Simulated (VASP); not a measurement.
# W (a cell with a defect) in VASP: a series of runs, part 2 of 2

VASP 6.6.1.

### 3 Single point, PBE+D3(BJ)

The input, INCAR:

```
SYSTEM = W
PREC = Accurate
ENCUT = 520
EDIFF = 1E-7
ISMEAR = 0
SIGMA = 0.05
LREAL = Auto
LASPH = .TRUE.
NELM = 80
ALGO = Normal
ISIF = 2
LWAVE = .FALSE.
LCHARG = .FALSE.
GGA = PE
IVDW = 12
NBANDS = 118
```

The input, KPOINTS:

```
regular mesh
0
G
  3 3 3
  0 0 0
```

The input, POSCAR:

```
W
1.0
    6.3200000000      0.0000000000      0.0000000000
    0.0000000000      6.3200000000      0.0000000000
    0.0000000000      0.0000000000      6.3200000000
W
15
Direct
   -0.2473575949      0.2473575949      0.2473575949
    0.5000000000      0.0000000000      0.0000000000
    0.0000000000      0.5000000000      0.0000000000
    0.0000000000      0.0000000000      0.5000000000
    0.2473575949      0.2473575949      0.2473575949
    0.5000000000      0.5000000000      0.0000000000
    0.5000000000      0.0000000000      0.5000000000
    0.0000000000      0.5000000000      0.5000000000
    0.2473575949      0.7526424051      0.2473575949
    0.2473575949      0.2473575949      0.7526424051
    0.5000000000      0.5000000000      0.5000000000
    0.7526424051      0.7526424051      0.2473575949
    0.7526424051      0.2473575949      0.7526424051
    0.2473575949      0.7526424051      0.7526424051
    0.7526424051      0.7526424051      0.7526424051
```

Potentials or basis: VASP PAW PBE potentials, release 64 (W_sv).

The run is started by

```sh
$ cat potpaw_PBE.64/W_sv/POTCAR > POTCAR
$ mpirun -np 1 vasp_std > vasp.out
```

OUTCAR:

```text
SYSTEM = W
   PREC = Accurate
   ENCUT = 520
   EDIFF = 1E-7
   ISMEAR = 0
   LREAL = Auto
   LASPH = .TRUE.
   NELM = 80
   ISIF = 2
   GGA = PE
   IVDW = 12
 IVDW          = 12

 ion  position               nearest neighbor table
   1  0.753  0.247  0.247-   2 2.73   3 2.73   4 2.73   6 2.75   7 2.75   8 2.75  11 2.77   5 3.13
                            12 3.13  13 3.13  12 3.19  13 3.19   5 3.19
   2  0.500  0.000  0.000-   1 2.73   5 2.73   9 2.73  10 2.73  12 2.73  13 2.73  14 2.73  15 2.73
                             6 3.16   7 3.16   7 3.16   6 3.16
   3  0.000  0.500  0.000-   1 2.73   5 2.73   9 2.73  10 2.73  12 2.73  13 2.73  14 2.73  15 2.73
                             6 3.16   8 3.16   8 3.16   6 3.16
   4  0.000  0.000  0.500-   1 2.73   5 2.73   9 2.73  10 2.73  12 2.73  13 2.73  14 2.73  15 2.73
                             7 3.16   8 3.16   8 3.16   7 3.16
   5  0.247  0.247  0.247-   2 2.73   3 2.73   4 2.73   6 2.75   7 2.75   8 2.75  11 2.77   9 3.13
                            10 3.13   1 3.13   9 3.19  10 3.19   1 3.19
   6  0.500  0.500  0.000-   1 2.75   5 2.75   9 2.75  10 2.75  12 2.75  13 2.75  14 2.75  15 2.75
                             2 3.16  11 3.16   3 3.16  11 3.16   2 3.16   3 3.16
   7  0.500  0.000  0.500-   1 2.75   5 2.75   9 2.75  10 2.75  12 2.75  13 2.75  14 2.75  15 2.75
                             2 3.16  11 3.16   4 3.16   2 3.16  11 3.16   4 3.16
   8  0.000  0.500  0.500-   1 2.75   5 2.75   9 2.75  10 2.75  12 2.75  13 2.75  14 2.75  15 2.75
                             3 3.16  11 3.16   4 3.16   3 3.16   4 3.16  11 3.16
   9  0.247  0.753  0.247-   2 2.73   3 2.73   4 2.73   6 2.75   7 2.75   8 2.75  11 2.77   5 3.13
                            12 3.13  14 3.13  12 3.19  14 3.19   5 3.19
  10  0.247  0.247  0.753-   2 2.73   3 2.73   4 2.73   6 2.75   7 2.75   8 2.75  11 2.77   5 3.13
                            13 3.13  14 3.13  13 3.19  14 3.19   5 3.19
  11  0.500  0.500  0.500-   1 2.77   5 2.77   9 2.77  10 2.77  12 2.77  13 2.77  14 2.77  15 2.77
                             6 3.16   7 3.16   8 3.16   6 3.16   7 3.16   8 3.16
  12  0.753  0.753  0.247-   2 2.73   3 2.73   4 2.73   6 2.75   7 2.75   8 2.75  11 2.77   9 3.13
                             1 3.13  15 3.13  15 3.19   1 3.19   9 3.19
  13  0.753  0.247  0.753-   2 2.73   3 2.73   4 2.73   6 2.75   7 2.75   8 2.75  11 2.77  10 3.13
                             1 3.13  15 3.13  15 3.19   1 3.19  10 3.19
  14  0.247  0.753  0.753-   2 2.73   3 2.73   4 2.73   6 2.75   7 2.75   8 2.75  11 2.77  10 3.13
                             9 3.13  15 3.13  15 3.19   9 3.19  10 3.19
  15  0.753  0.753  0.753-   2 2.73   3 2.73   4 2.73   6 2.75   7 2.75   8 2.75  11 2.77  12 3.13
                            13 3.13  14 3.13  12 3.19  13 3.19  14 3.19

  LATTYP: Found a simple cubic cell.
 ALAT       =     6.3200000000

  Lattice vectors:

 A1 = (   6.3200000000,   0.0000000000,   0.0000000000)
 A2 = (   0.0000000000,   6.3200000000,   0.0000000000)
 A3 = (   0.0000000000,   0.0000000000,   6.3200000000)

Analysis of symmetry for initial positions (statically):
=====================================================================
 Subroutine PRICEL returns:
 Original cell was already a primitive cell.

 Routine SETGRP: Setting up the symmetry group for a
 simple cubic supercell.

 Subroutine GETGRP returns: Found 48 space group operations
 (whereof 48 operations were pure point group operations)
 out of a pool of 48 trial point group operations.

The static configuration has the point symmetry O_h .

Analysis of symmetry for dynamics (positions and initial velocities):
=====================================================================
 Subroutine PRICEL returns:
 Original cell was already a primitive cell.

 Routine SETGRP: Setting up the symmetry group for a
 simple cubic supercell.

[... 108 lines left out ...]
   NELM   =     80;   NELMIN=  2; NELMDL= -5     # of ELM steps
   EDIFF  = 0.1E-06   stopping-criterion for ELM
   LREAL  =      T    real-space projection
   EDIFFG = 0.1E-05   stopping-criterion for IOM
   NSW    =      0    number of steps for IOM
   IBRION =     -1    ionic relax: 0-MD 1-quasi-New 2-CG
   NFREE  =      0    steps in history (QN), initial steepest desc. (CG)
   ISIF   =      2    stress and relaxation
   ISYM   =      2    0-nonsym 1-usesym 2-fastsym
   POTIM  = 0.5000    time-step for ionic-motion
   TEBEG  =    0.0;   TEEND  =   0.0 temperature during run
   PSTRESS=    0.0 pullay stress
   NELECT =     210.0000    total number of electrons
   NUPDOWN=      -1.0000    fix difference up-down
   EMIN   =  10.00;   EMAX   =-10.00  energy-range for DOS
   EFERMI =   0.00;   METHOD = LEGACY
   ISMEAR =     0;   SIGMA  =   0.05  broadening in eV -4-tet -1-fermi 0-gaus
   EFERMI_NEDOS =   21; number of points for ismear=-14 and -15
   IALGO  =     38    algorithm
   IMIX   =      4    mixing-type and parameters
     AMIX     =   0.40;   BMIX     =  1.00
     AMIX_MAG =   1.60;   BMIX_MAG =  1.00
  volume/ion in A,a.u.               =      16.83       113.57
  Fermi-wavevector in a.u.,A,eV,Ry     =   1.539681  2.909576 32.254225  2.370619
  Thomas-Fermi vector in A             =   2.645875
   LORBIT       =      0    0 simple, 1 ext, 2 COOP (PROOUT), +10 PAW based schemes
   GGA     = PE    functional components
   LHFCALC =     F    Hartree Fock is set to
   AEXX    =    0.0000 exact exchange contribution
   IVDW    =    12    specifies the selected vdW correction
   LEPSILON=     F    determine dielectric tensor
   LRPA    =     F    only Hartree local field effects (RPA)
 non-spin polarized calculation
 Gauss-broadening in eV      SIGMA  =   0.05
  energy-cutoff  :      520.00
  volume of cell :      252.44
 maximum number of plane-waves:      6859
 NGX is ok and might be reduce to    48
   NGX = 23   NGY = 23   NGZ = 23

 number of electron     210.0000005 magnetization

 Free energy of the ion-electron system (eV)
  ---------------------------------------------------
  ext. energy  EPLUGINS =         0.00000000
  ---------------------------------------------------
  free energy    TOTEN  =      -190.81950242 eV

  energy without entropy =     -190.80105009  energy(sigma->0) =     -190.81027625

 E-fermi :  10.2466     XC(G=0): -13.2208

 val. band max:       10.1847423344   @ k =   0.0000   0.0000   0.0000
 cond. band min:      10.2577825796   @ k =   0.3333   0.3333   0.0000
 fundamental gap:      0.0730402451
 Fermi energy:        10.2466062046

 k-point     1 :       0.0000    0.0000    0.0000
  band No.  band energies     occupation
      1     -63.6469      2.00000
      2     -63.5743      2.00000
      3     -63.5743      2.00000
      4     -63.5743      2.00000
      5     -63.5651      2.00000
      6     -63.5651      2.00000
[... 469 lines left out ...]
    116      12.6367      0.00000
    117      12.6391      0.00000
 [bands above 117 left out]

------------------------ aborting loop because EDIFF is reached ----------------------------------------

 Edisp (eV)   -9.80585

 E8    (eV) :    -5.0261

  FORCE on cell =-STRESS in cart. coord.  units (eV):
  Direction    XX          YY          ZZ          XY          YZ          ZX
  --------------------------------------------------------------------------------------
  -------------------------------------------------------------------------------------
  Total     -10.26531   -10.26531   -10.26531     0.00000     0.00000     0.00000
  in kB     -65.15252   -65.15252   -65.15252     0.00000     0.00000     0.00000
  external pressure =      -65.15 kB  Pullay stress =        0.00 kB

 VOLUME and BASIS-vectors are now :
 -----------------------------------------------------------------------------
  energy-cutoff  :      520.00
  volume of cell :      252.44
      direct lattice vectors                 reciprocal lattice vectors
     6.320000000  0.000000000  0.000000000     0.158227848  0.000000000  0.000000000
     0.000000000  6.320000000  0.000000000     0.000000000  0.158227848  0.000000000
     0.000000000  0.000000000  6.320000000     0.000000000  0.000000000  0.158227848

 POSITION                                       TOTAL-FORCE (eV/Angst)
 -----------------------------------------------------------------------------------
      4.75670      1.56330      1.56330        -0.001781      0.001781      0.001781
      3.16000      0.00000      0.00000         0.000000      0.000000     -0.000000
      0.00000      3.16000      0.00000         0.000000      0.000000     -0.000000
      0.00000      0.00000      3.16000         0.000000      0.000000     -0.000000
      1.56330      1.56330      1.56330         0.001781      0.001781      0.001781
      3.16000      3.16000      0.00000         0.000000      0.000000     -0.000000
      3.16000      0.00000      3.16000         0.000000      0.000000     -0.000000
      0.00000      3.16000      3.16000         0.000000      0.000000     -0.000000
      1.56330      4.75670      1.56330         0.001781     -0.001781      0.001781
      1.56330      1.56330      4.75670         0.001781      0.001781     -0.001781
      3.16000      3.16000      3.16000         0.000000      0.000000     -0.000000
      4.75670      4.75670      1.56330        -0.001781     -0.001781      0.001781
      4.75670      1.56330      4.75670        -0.001781      0.001781     -0.001781
      1.56330      4.75670      4.75670         0.001781     -0.001781     -0.001781
      4.75670      4.75670      4.75670        -0.001781     -0.001781     -0.001781
 -----------------------------------------------------------------------------------
    total drift:                               -0.000000     -0.000000      0.000000

  FREE ENERGIE OF THE ION-ELECTRON SYSTEM (eV)
  ---------------------------------------------------
  free  energy   TOTEN  =      -200.6253541707 eV

  energy  without entropy=     -200.6069018426  energy(sigma->0) =     -200.61612801
```

It took 3.3 min on 1 thread of AMD EPYC 9R45 (Zen 5), shared host; peak memory 0.33 GiB.

What came out:

| Property | Result |
| --- | --- |
| Free energy | -200.6254 eV |
| Pressure | -6.5 GPa |
| Largest force | 0.003 eV/Å |
| Band gap on the k mesh | zero (bands 105 and 106 overlap by 0.01 eV) |
| Dispersion energy per atom | -0.654 eV |

Forces in eV/Å, atoms in the order of the input:
```
W   -0.002  0.002  0.002
W    0.000  0.000  0.000
W    0.000  0.000  0.000
W    0.000  0.000  0.000
W    0.002  0.002  0.002
W    0.000  0.000  0.000
W    0.000  0.000  0.000
W    0.000  0.000  0.000
W    0.002 -0.002  0.002
W    0.002  0.002 -0.002
W    0.000  0.000  0.000
W   -0.002 -0.002  0.002
W   -0.002  0.002 -0.002
W    0.002 -0.002 -0.002
W   -0.002 -0.002 -0.002
```

Caveat: spin-orbit coupling is left out, which moves the levels of the heavy elements.

### 4 Single point, PBE+D3(BJ)

The input, INCAR:

```
SYSTEM = W
PREC = Accurate
ENCUT = 520
EDIFF = 1E-7
ISMEAR = 0
SIGMA = 0.05
LREAL = Auto
LASPH = .True.
NELM = 60
ALGO = Normal
ISIF = 2
LWAVE = .False.
LCHARG = .False.
GGA = PE
IVDW = 12
NBANDS = 118
```

The input, KPOINTS:

```
Automatic mesh
0
Gamma
  3 3 3
  0 0 0
```

The input, POSCAR:

```
W
1.0
    6.3200000000      0.0000000000      0.0000000000
    0.0000000000      6.3200000000      0.0000000000
    0.0000000000      0.0000000000      6.3200000000
W
15
Direct
   -0.0043318038      0.0026292722      0.0010593354
    0.5008856013      0.0025378165      0.0008770570
   -0.0042248418      0.4974895570      0.0008917722
   -0.0041919304      0.0025164557      0.4957731013
    0.2483200949      0.2500308544      0.2483340190
    0.5010056962      0.4972952532      0.0010321203
    0.5010017405      0.0027569620      0.4956683544
   -0.0043715190      0.4973134494      0.4956778481
    0.2483329114      0.7500139241      0.2483746835
    0.2483363924      0.2500020570      0.7483525316
    0.5009015823      0.4974082278      0.4958099684
    0.7483037975      0.7500000000      0.2483476266
    0.7483808544      0.2500283228      0.7484052215
    0.2482856013      0.7500325949      0.7483846519
    0.7483093354      0.7500291139      0.7483438291
```

The run is started by

```sh
$ cat potpaw_PBE.64/W_sv/POTCAR > POTCAR
$ mpirun -np 1 vasp_std > vasp.out
```

It took 14 min on 1 thread of Intel Xeon Platinum 8259CL at 2.50GHz (Skylake/Cascade Lake), shared host; peak memory 0.46 GiB.

It converged, with:

- Free energy: -200.6252 eV
- Pressure: -6.5 GPa
- Largest force: 0.011 eV/Å
- Band gap on the k mesh: zero (bands 105 and 106 overlap by 0.01 eV)
- Dispersion energy per atom: -0.654 eV

Forces in eV/Å, atoms in the order of the input:
```
W   -0.003  0.007  0.000
W    0.004  0.004  0.006
W   -0.003 -0.007  0.005
W   -0.008  0.007 -0.002
W    0.001 -0.002  0.001
W    0.002  0.002  0.002
W    0.002 -0.004 -0.001
W   -0.001  0.000 -0.003
W    0.001 -0.001  0.000
W    0.000  0.001  0.000
W    0.001  0.002 -0.003
W    0.002 -0.001  0.001
W   -0.003 -0.003 -0.004
W    0.006 -0.004 -0.005
W    0.000 -0.002  0.000
```

Levels at points of the mesh, in eV from the Fermi level:
```csv
k point,band 101,band 102,band 103,band 104,band 105,band 106,band 107,band 108,band 109,band 110
"(0.00, 0.00, 0.00)",-0.15,-0.15,-0.06,-0.06,-0.06,1.06,1.06,1.06,1.13,1.13
```

Caveat: spin-orbit coupling is left out, which moves the levels of the heavy elements.
